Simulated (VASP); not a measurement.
# Mo (Im-3m) in VASP: notebook, part 2 of 2

VASP 6.6.1. The steps go on from the part before.

**5. Relaxation of cell and atoms, PBE, target pressure 100 GPa, at which the enthalpy is minimised**

INCAR reads:

```
SYSTEM = Mo
ALGO = Normal
EDIFF = 1E-7
EDIFFG = -0.005
ENCUT = 500
GGA = PE
GGA_COMPAT = .False.
IBRION = 2
ISIF = 3
ISMEAR = -1
LASPH = .True.
LCHARG = .False.
LREAL = .False.
LWAVE = .False.
NELM = 120
NELMIN = 4
NSW = 32
PREC = Accurate
PSTRESS = 1000.0
SIGMA = 0.08
```

KPOINTS reads:

```
k-points
0
Gamma
  18 18 18
  0 0 0
```

POSCAR reads:

```
Mo
1.0
   -1.4605213349      1.4605213349      1.4605213349
    1.4605213349     -1.4605213349      1.4605213349
    1.4605213349      1.4605213349     -1.4605213349
Mo
1
Direct
    0.0000000000      0.0000000000      0.0000000000
```

Potentials or basis: VASP PAW PBE potentials, release 64 (Mo_sv).

Command:

```bash
$ cat potpaw_PBE.64/Mo_sv/POTCAR > POTCAR
$ mpirun -np 1 vasp_std > vasp.out
```

OUTCAR:

```text
SYSTEM = Mo
   EDIFF = 1E-7
   EDIFFG = -0.005
   ENCUT = 500
   GGA = PE
   IBRION = 2
   ISIF = 3
   ISMEAR = -1
   LASPH = .True.
   LREAL = .False.
   NELM = 120
   NELMIN = 4
   NSW = 32
   PREC = Accurate
   PSTRESS = 1000.0

 ion  position               nearest neighbor table
   1  0.000  0.000  0.000-

  LATTYP: Found a body centered cubic cell.
 ALAT       =     2.9210426698

  Lattice vectors:

 A1 = (  -1.4605213349,   1.4605213349,   1.4605213349)
 A2 = (   1.4605213349,  -1.4605213349,   1.4605213349)
 A3 = (   1.4605213349,   1.4605213349,  -1.4605213349)

Analysis of symmetry for initial positions (statically):
=====================================================================
 Subroutine PRICEL returns:
 Original cell was already a primitive cell.

 Routine SETGRP: Setting up the symmetry group for a
 body centered cubic supercell.

 Subroutine GETGRP returns: Found 48 space group operations
 (whereof 48 operations were pure point group operations)
 out of a pool of 48 trial point group operations.

The static configuration has the point symmetry O_h .

Analysis of symmetry for dynamics (positions and initial velocities):
=====================================================================
 Subroutine PRICEL returns:
 Original cell was already a primitive cell.

 Routine SETGRP: Setting up the symmetry group for a
 body centered cubic supercell.

 Subroutine GETGRP returns: Found 48 space group operations
 (whereof 48 operations were pure point group operations)
 out of a pool of 48 trial point group operations.

The dynamic configuration has the point symmetry O_h .

 Subroutine INISYM returns: Found 48 space group operations
 (whereof 48 operations are pure point group operations),
 and found     1 'primitive' translations

----------------------------------------------------------------------------------------

                                     Primitive cell

  volume of cell :      12.4619

  direct lattice vectors                    reciprocal lattice vectors
    -1.460521335  1.460521335  1.460521335     0.000000000  0.342343510  0.342343510
     1.460521335 -1.460521335  1.460521335     0.342343510  0.000000000  0.342343510
     1.460521335  1.460521335 -1.460521335     0.342343510  0.342343510  0.000000000

  length of vectors
     2.529697158  2.529697158  2.529697158     0.484146835  0.484146835  0.484146835

  position of ions in fractional coordinates (direct lattice)
     0.000000000  0.000000000  0.000000000

  ion indices of the primitive-cell ions
   primitive index   ion index
                 1           1

----------------------------------------------------------------------------------------

 KPOINTS: k-points

Automatic generation of k-mesh.
 Grid dimensions read from file:
 generate k-points for:   18   18   18

 Generating k-lattice:

  Cartesian coordinates                     Fractional coordinates (reciprocal lattice)
     0.000000000  0.019019084  0.019019084     0.055555556  0.000000000  0.000000000
     0.019019084  0.000000000  0.019019084     0.000000000  0.055555556  0.000000000
     0.019019084  0.019019084  0.000000000     0.000000000  0.000000000  0.055555556

[... 38 lines left out ...]
   k-points           NKPTS =    195   k-points in BZ     NKDIM =    195   number of bands    NBANDS=     11
   number of dos      NEDOS =    301   number of ions     NIONS =      1
   total plane-waves  NPLWV =   5832
   dimension x,y,z NGX =    18 NGY =   18 NGZ =   18
   dimension x,y,z NGXF=    36 NGYF=   36 NGZF=   36
   ions per type =               1
   NGX,Y,Z   is equivalent  to a cutoff of  11.83, 11.83, 11.83 a.u.
   NGXF,Y,Z  is equivalent  to a cutoff of  23.66, 23.66, 23.66 a.u.
 SYSTEM =  Mo
   PREC   = accura    normal or accurate (medium, high low for compatibility)
   ISTART =      0    job   : 0-new  1-cont  2-samecut
   ICHARG =      2    charge: 1-file 2-atom 10-const
   ISPIN  =      1    spin polarized calculation?
   LNONCOLLINEAR =      F non collinear calculations
   LSORBIT =      F    spin-orbit coupling
   LASPH  =      T    aspherical Exc in radial PAW
   ENCUT  =  500.0 eV  36.75 Ry    6.06 a.u.   4.61  4.61  4.61*2*pi/ulx,y,z
   NELM   =    120;   NELMIN=  4; NELMDL= -5     # of ELM steps
   EDIFF  = 0.1E-06   stopping-criterion for ELM
   LREAL  =      F    real-space projection
   EDIFFG = -.5E-02   stopping-criterion for IOM
   NSW    =     32    number of steps for IOM
   IBRION =      2    ionic relax: 0-MD 1-quasi-New 2-CG
   NFREE  =      1    steps in history (QN), initial steepest desc. (CG)
   ISIF   =      3    stress and relaxation
   ISYM   =      2    0-nonsym 1-usesym 2-fastsym
   POTIM  = 0.5000    time-step for ionic-motion
   TEBEG  =    0.0;   TEEND  =   0.0 temperature during run
   PSTRESS= 1000.0 pullay stress
   NELECT =      14.0000    total number of electrons
   NUPDOWN=      -1.0000    fix difference up-down
   EMIN   =  10.00;   EMAX   =-10.00  energy-range for DOS
   EFERMI =   0.00;   METHOD = LEGACY
   ISMEAR =    -1;   SIGMA  =   0.08  broadening in eV -4-tet -1-fermi 0-gaus
   EFERMI_NEDOS =   21; number of points for ismear=-14 and -15
   IALGO  =     38    algorithm
   IMIX   =      4    mixing-type and parameters
     AMIX     =   0.40;   BMIX     =  1.00
     AMIX_MAG =   1.60;   BMIX_MAG =  1.00
  volume/ion in A,a.u.               =      12.46        84.10
  Fermi-wavevector in a.u.,A,eV,Ry     =   1.701857  3.216042 39.406766  2.896316
  Thomas-Fermi vector in A             =   2.781733
   LORBIT       =      0    0 simple, 1 ext, 2 COOP (PROOUT), +10 PAW based schemes
   GGA     = PE    functional components
   LHFCALC =     F    Hartree Fock is set to
   AEXX    =    0.0000 exact exchange contribution
   IVDW    =     0    specifies the selected vdW correction
   LEPSILON=     F    determine dielectric tensor
   LRPA    =     F    only Hartree local field effects (RPA)
 conjugate gradient relaxation of ions
 non-spin polarized calculation
  energy-cutoff  :      500.00
  volume of cell :       12.46
 maximum number of plane-waves:       329
   NGX =  9   NGY =  9   NGZ =  9

--------------------------------------- Ionic step        1  -------------------------------------------

 number of electron      13.9999995 magnetization

 Free energy of the ion-electron system (eV)
  ---------------------------------------------------
  ext. energy  EPLUGINS =         0.00000000
  ---------------------------------------------------
  free energy    TOTEN  =       -10.06760173 eV

  energy without entropy =      -10.05272651  energy(sigma->0) =      -10.06016412

------------------------ aborting loop because EDIFF is reached ----------------------------------------

  FORCE on cell =-STRESS in cart. coord.  units (eV):
  Direction    XX          YY          ZZ          XY          YZ          ZX
  --------------------------------------------------------------------------------------
  -------------------------------------------------------------------------------------
  Total        7.8932674      7.8932674      7.8932674     -0.0000000      0.0000000     -0.0000000
  in kB     1014.8075555   1014.8075555   1014.8075555     -0.0000000      0.0000000     -0.0000000
  external PRESSURE =      14.8075555 kB  Pullay stress =    1000.0000000 kB
[... 61 lines left out ...]
--------------------------------------- Ionic step        3  -------------------------------------------

 number of electron      13.9999995 magnetization

 Free energy of the ion-electron system (eV)
  ---------------------------------------------------
  ext. energy  EPLUGINS =         0.00000000
  ---------------------------------------------------
  free energy    TOTEN  =       -10.08646578 eV

  energy without entropy =      -10.07164016  energy(sigma->0) =      -10.07905297

 E-fermi :  16.6346     XC(G=0): -14.7012

 val. band max:       16.6275168960   @ k =  -0.3333   0.3889   0.2778
 cond. band min:      16.6388306689   @ k =  -0.3889   0.3889   0.0556
 fundamental gap:      0.0113137729
 Fermi energy:        16.6346413345

 k-point     1 :       0.0000    0.0000    0.0000
  band No.  band energies     occupation
      1     -44.9304      2.00000
      2     -17.4362      2.00000
      3     -17.4362      2.00000
      4     -17.4362      2.00000
      5       8.7818      2.00000
      6      14.6629      2.00000
      7      14.6629      2.00000
      8      14.6629      2.00000
      9      18.6053      0.00000
     10      18.6053      0.00000
     11      31.5957      0.00000
[... 309 lines left out ...]
 k-point    24 :       0.3889    0.1111    0.0000
  band No.  band energies     occupation
      1     -44.2974      2.00000
      2     -20.0221      2.00000
      3     -18.3742      2.00000
      4     -17.5979      2.00000
      5      10.3021      2.00000
      6      12.1599      2.00000
      7      17.0523      0.01075
      8      18.6227      0.00000
      9      20.3125      0.00000
     10      23.8792      0.00000
     11      30.0252      0.00000

 [... further k-points ...]
[... 5 lines left out ...]
  --------------------------------------------------------------------------------------
  -------------------------------------------------------------------------------------
  Total        7.7964464      7.7964464      7.7964464     -0.0000000      0.0000000     -0.0000000
  in kB      999.9520017    999.9520017    999.9520017     -0.0000000      0.0000000     -0.0000000
  external PRESSURE =      -0.0479983 kB  Pullay stress =    1000.0000000 kB
[... 20 lines left out ...]
  energy  without entropy=      -10.0716401603  energy(sigma->0) =      -10.07905297

  enthalpy is  TOTEN    =        -2.2896451366 eV   P V=        7.7968206408

 reached required accuracy - stopping structural energy minimisation
```

OSZICAR:

```text
N       E                     dE             d eps       ncg     rms          rms(c)
DAV:   1     0.913168302523E+02    0.91317E+02   -0.82488E+03  4317   0.131E+03
DAV:   2    -0.928017827297E+01   -0.10060E+03   -0.96957E+02  4640   0.348E+02
DAV:   3    -0.105238354264E+02   -0.12437E+01   -0.12353E+01  5026   0.386E+01
DAV:   4    -0.105267152744E+02   -0.28798E-02   -0.28795E-02  4582   0.219E+00
[... 23 lines left out ...]
DAV:   4    -0.100864658839E+02   -0.27740E-03   -0.18857E-04  4622   0.166E-01    0.147E-02
DAV:   5    -0.100864668783E+02   -0.99437E-06   -0.18219E-05  4731   0.551E-02    0.348E-03
DAV:   6    -0.100864655844E+02    0.12939E-05   -0.18307E-07  4052   0.608E-03    0.951E-04
DAV:   7    -0.100864657354E+02   -0.15098E-06   -0.16259E-08  2274   0.168E-03    0.723E-05
DAV:   8    -0.100864657774E+02   -0.42038E-07   -0.98701E-10  2181   0.450E-04
   3 F= -.22896451E+01 E0= -.22822323E+01  d E =-.136297E-03
```

Wall time 61 s (1 thread of Intel Xeon 8259CL, shared host); peak memory 0.15 GiB.

Results:

```
Free energy                                                : -10.0865 eV
Relaxed volume                                             : 12.49 Å³/atom
Relaxed cell                                               : a = 2.532 Å, b = 2.532 Å, c = 2.532 Å, α = 109.47°, β = 109.47°, γ = 109.47°
Space group after relaxing (to 0.1 Å)                      : Im-3m (No. 229)
Energy change on relaxing (the run minimises the enthalpy) : -18.9 meV/atom
Ionic steps                                                : 3
Pressure after relaxing                                    : 100.0 GPa
Band gap on the k mesh                                     : zero (bands 7 and 8 overlap by 7.31 eV)
```

Step by step:
| step | energy change (eV) | largest force (eV/Å) | pressure (GPa) | volume (Å³) |
| --- | --- | --- | --- | --- |
| 1 | 0.0000 | 0.0000 | 101.48 | 12.46 |
| 2 | -0.1257 | 0.0000 | 91.42 | 12.67 |
| 3 | -0.0189 | 0.0000 | 100.00 | 12.49 |

Final structure:
```cif
data_structure
_symmetry_space_group_name_H-M 'P 1'
_symmetry_Int_Tables_number 1
_cell_length_a 2.5317
_cell_length_b 2.5317
_cell_length_c 2.5317
_cell_angle_alpha 109.471
_cell_angle_beta 109.471
_cell_angle_gamma 109.471
_cell_volume 12.49
loop_
_atom_site_label
_atom_site_type_symbol
_atom_site_fract_x
_atom_site_fract_y
_atom_site_fract_z
_atom_site_occupancy
Mo1 Mo 0.00000 0.00000 0.00000 1
```

Levels at points of the mesh, in eV from the Fermi level:
```
           k point  band 5  band 6  band 7  band 8  band 9  band 10
(0.00, 0.00, 0.00)   -7.85   -1.97   -1.97   -1.97    1.97     1.97
(0.50, 0.00, 0.00)   -6.90   -4.73    2.19    2.76    3.02     6.46
(0.50, 0.50, 0.50)   -7.52   -7.52    5.33    5.33    5.33    11.00
```

Caveat: the cell is relaxed towards a set pressure, so the run minimises the enthalpy, not the energy.

**6. The runs side by side**

| task | cell | gap on the mesh (eV) | pressure (GPa) |
| --- | --- | --- | --- |
| single point | a = 2.530 Å, angles 109.5°, 1 atom | none | 101.6 |
| relaxation of cell and atoms | relaxed to 100 GPa from a = 2.525 Å, angles 109.5°, 1 atom | none | 100.0 |
| relaxation of cell and atoms | relaxed to 100 GPa from a = 2.530 Å, angles 109.5°, 1 atom | none | 100.0 |

Alike in all rows: level PBE; potentials or basis VASP PAW PBE potentials, release 64 (Mo_sv); no spin polarisation; k mesh 18 × 18 × 18; cutoff (eV) 500; smearing fermi-dirac 0.08 eV.

Caveats: the cell is relaxed towards a set pressure, so the run minimises the enthalpy, not the energy (at least some runs); the cell stands under pressure (at least some runs).

Total energies depend on the potentials used, so only differences within one code and one set of settings carry meaning.
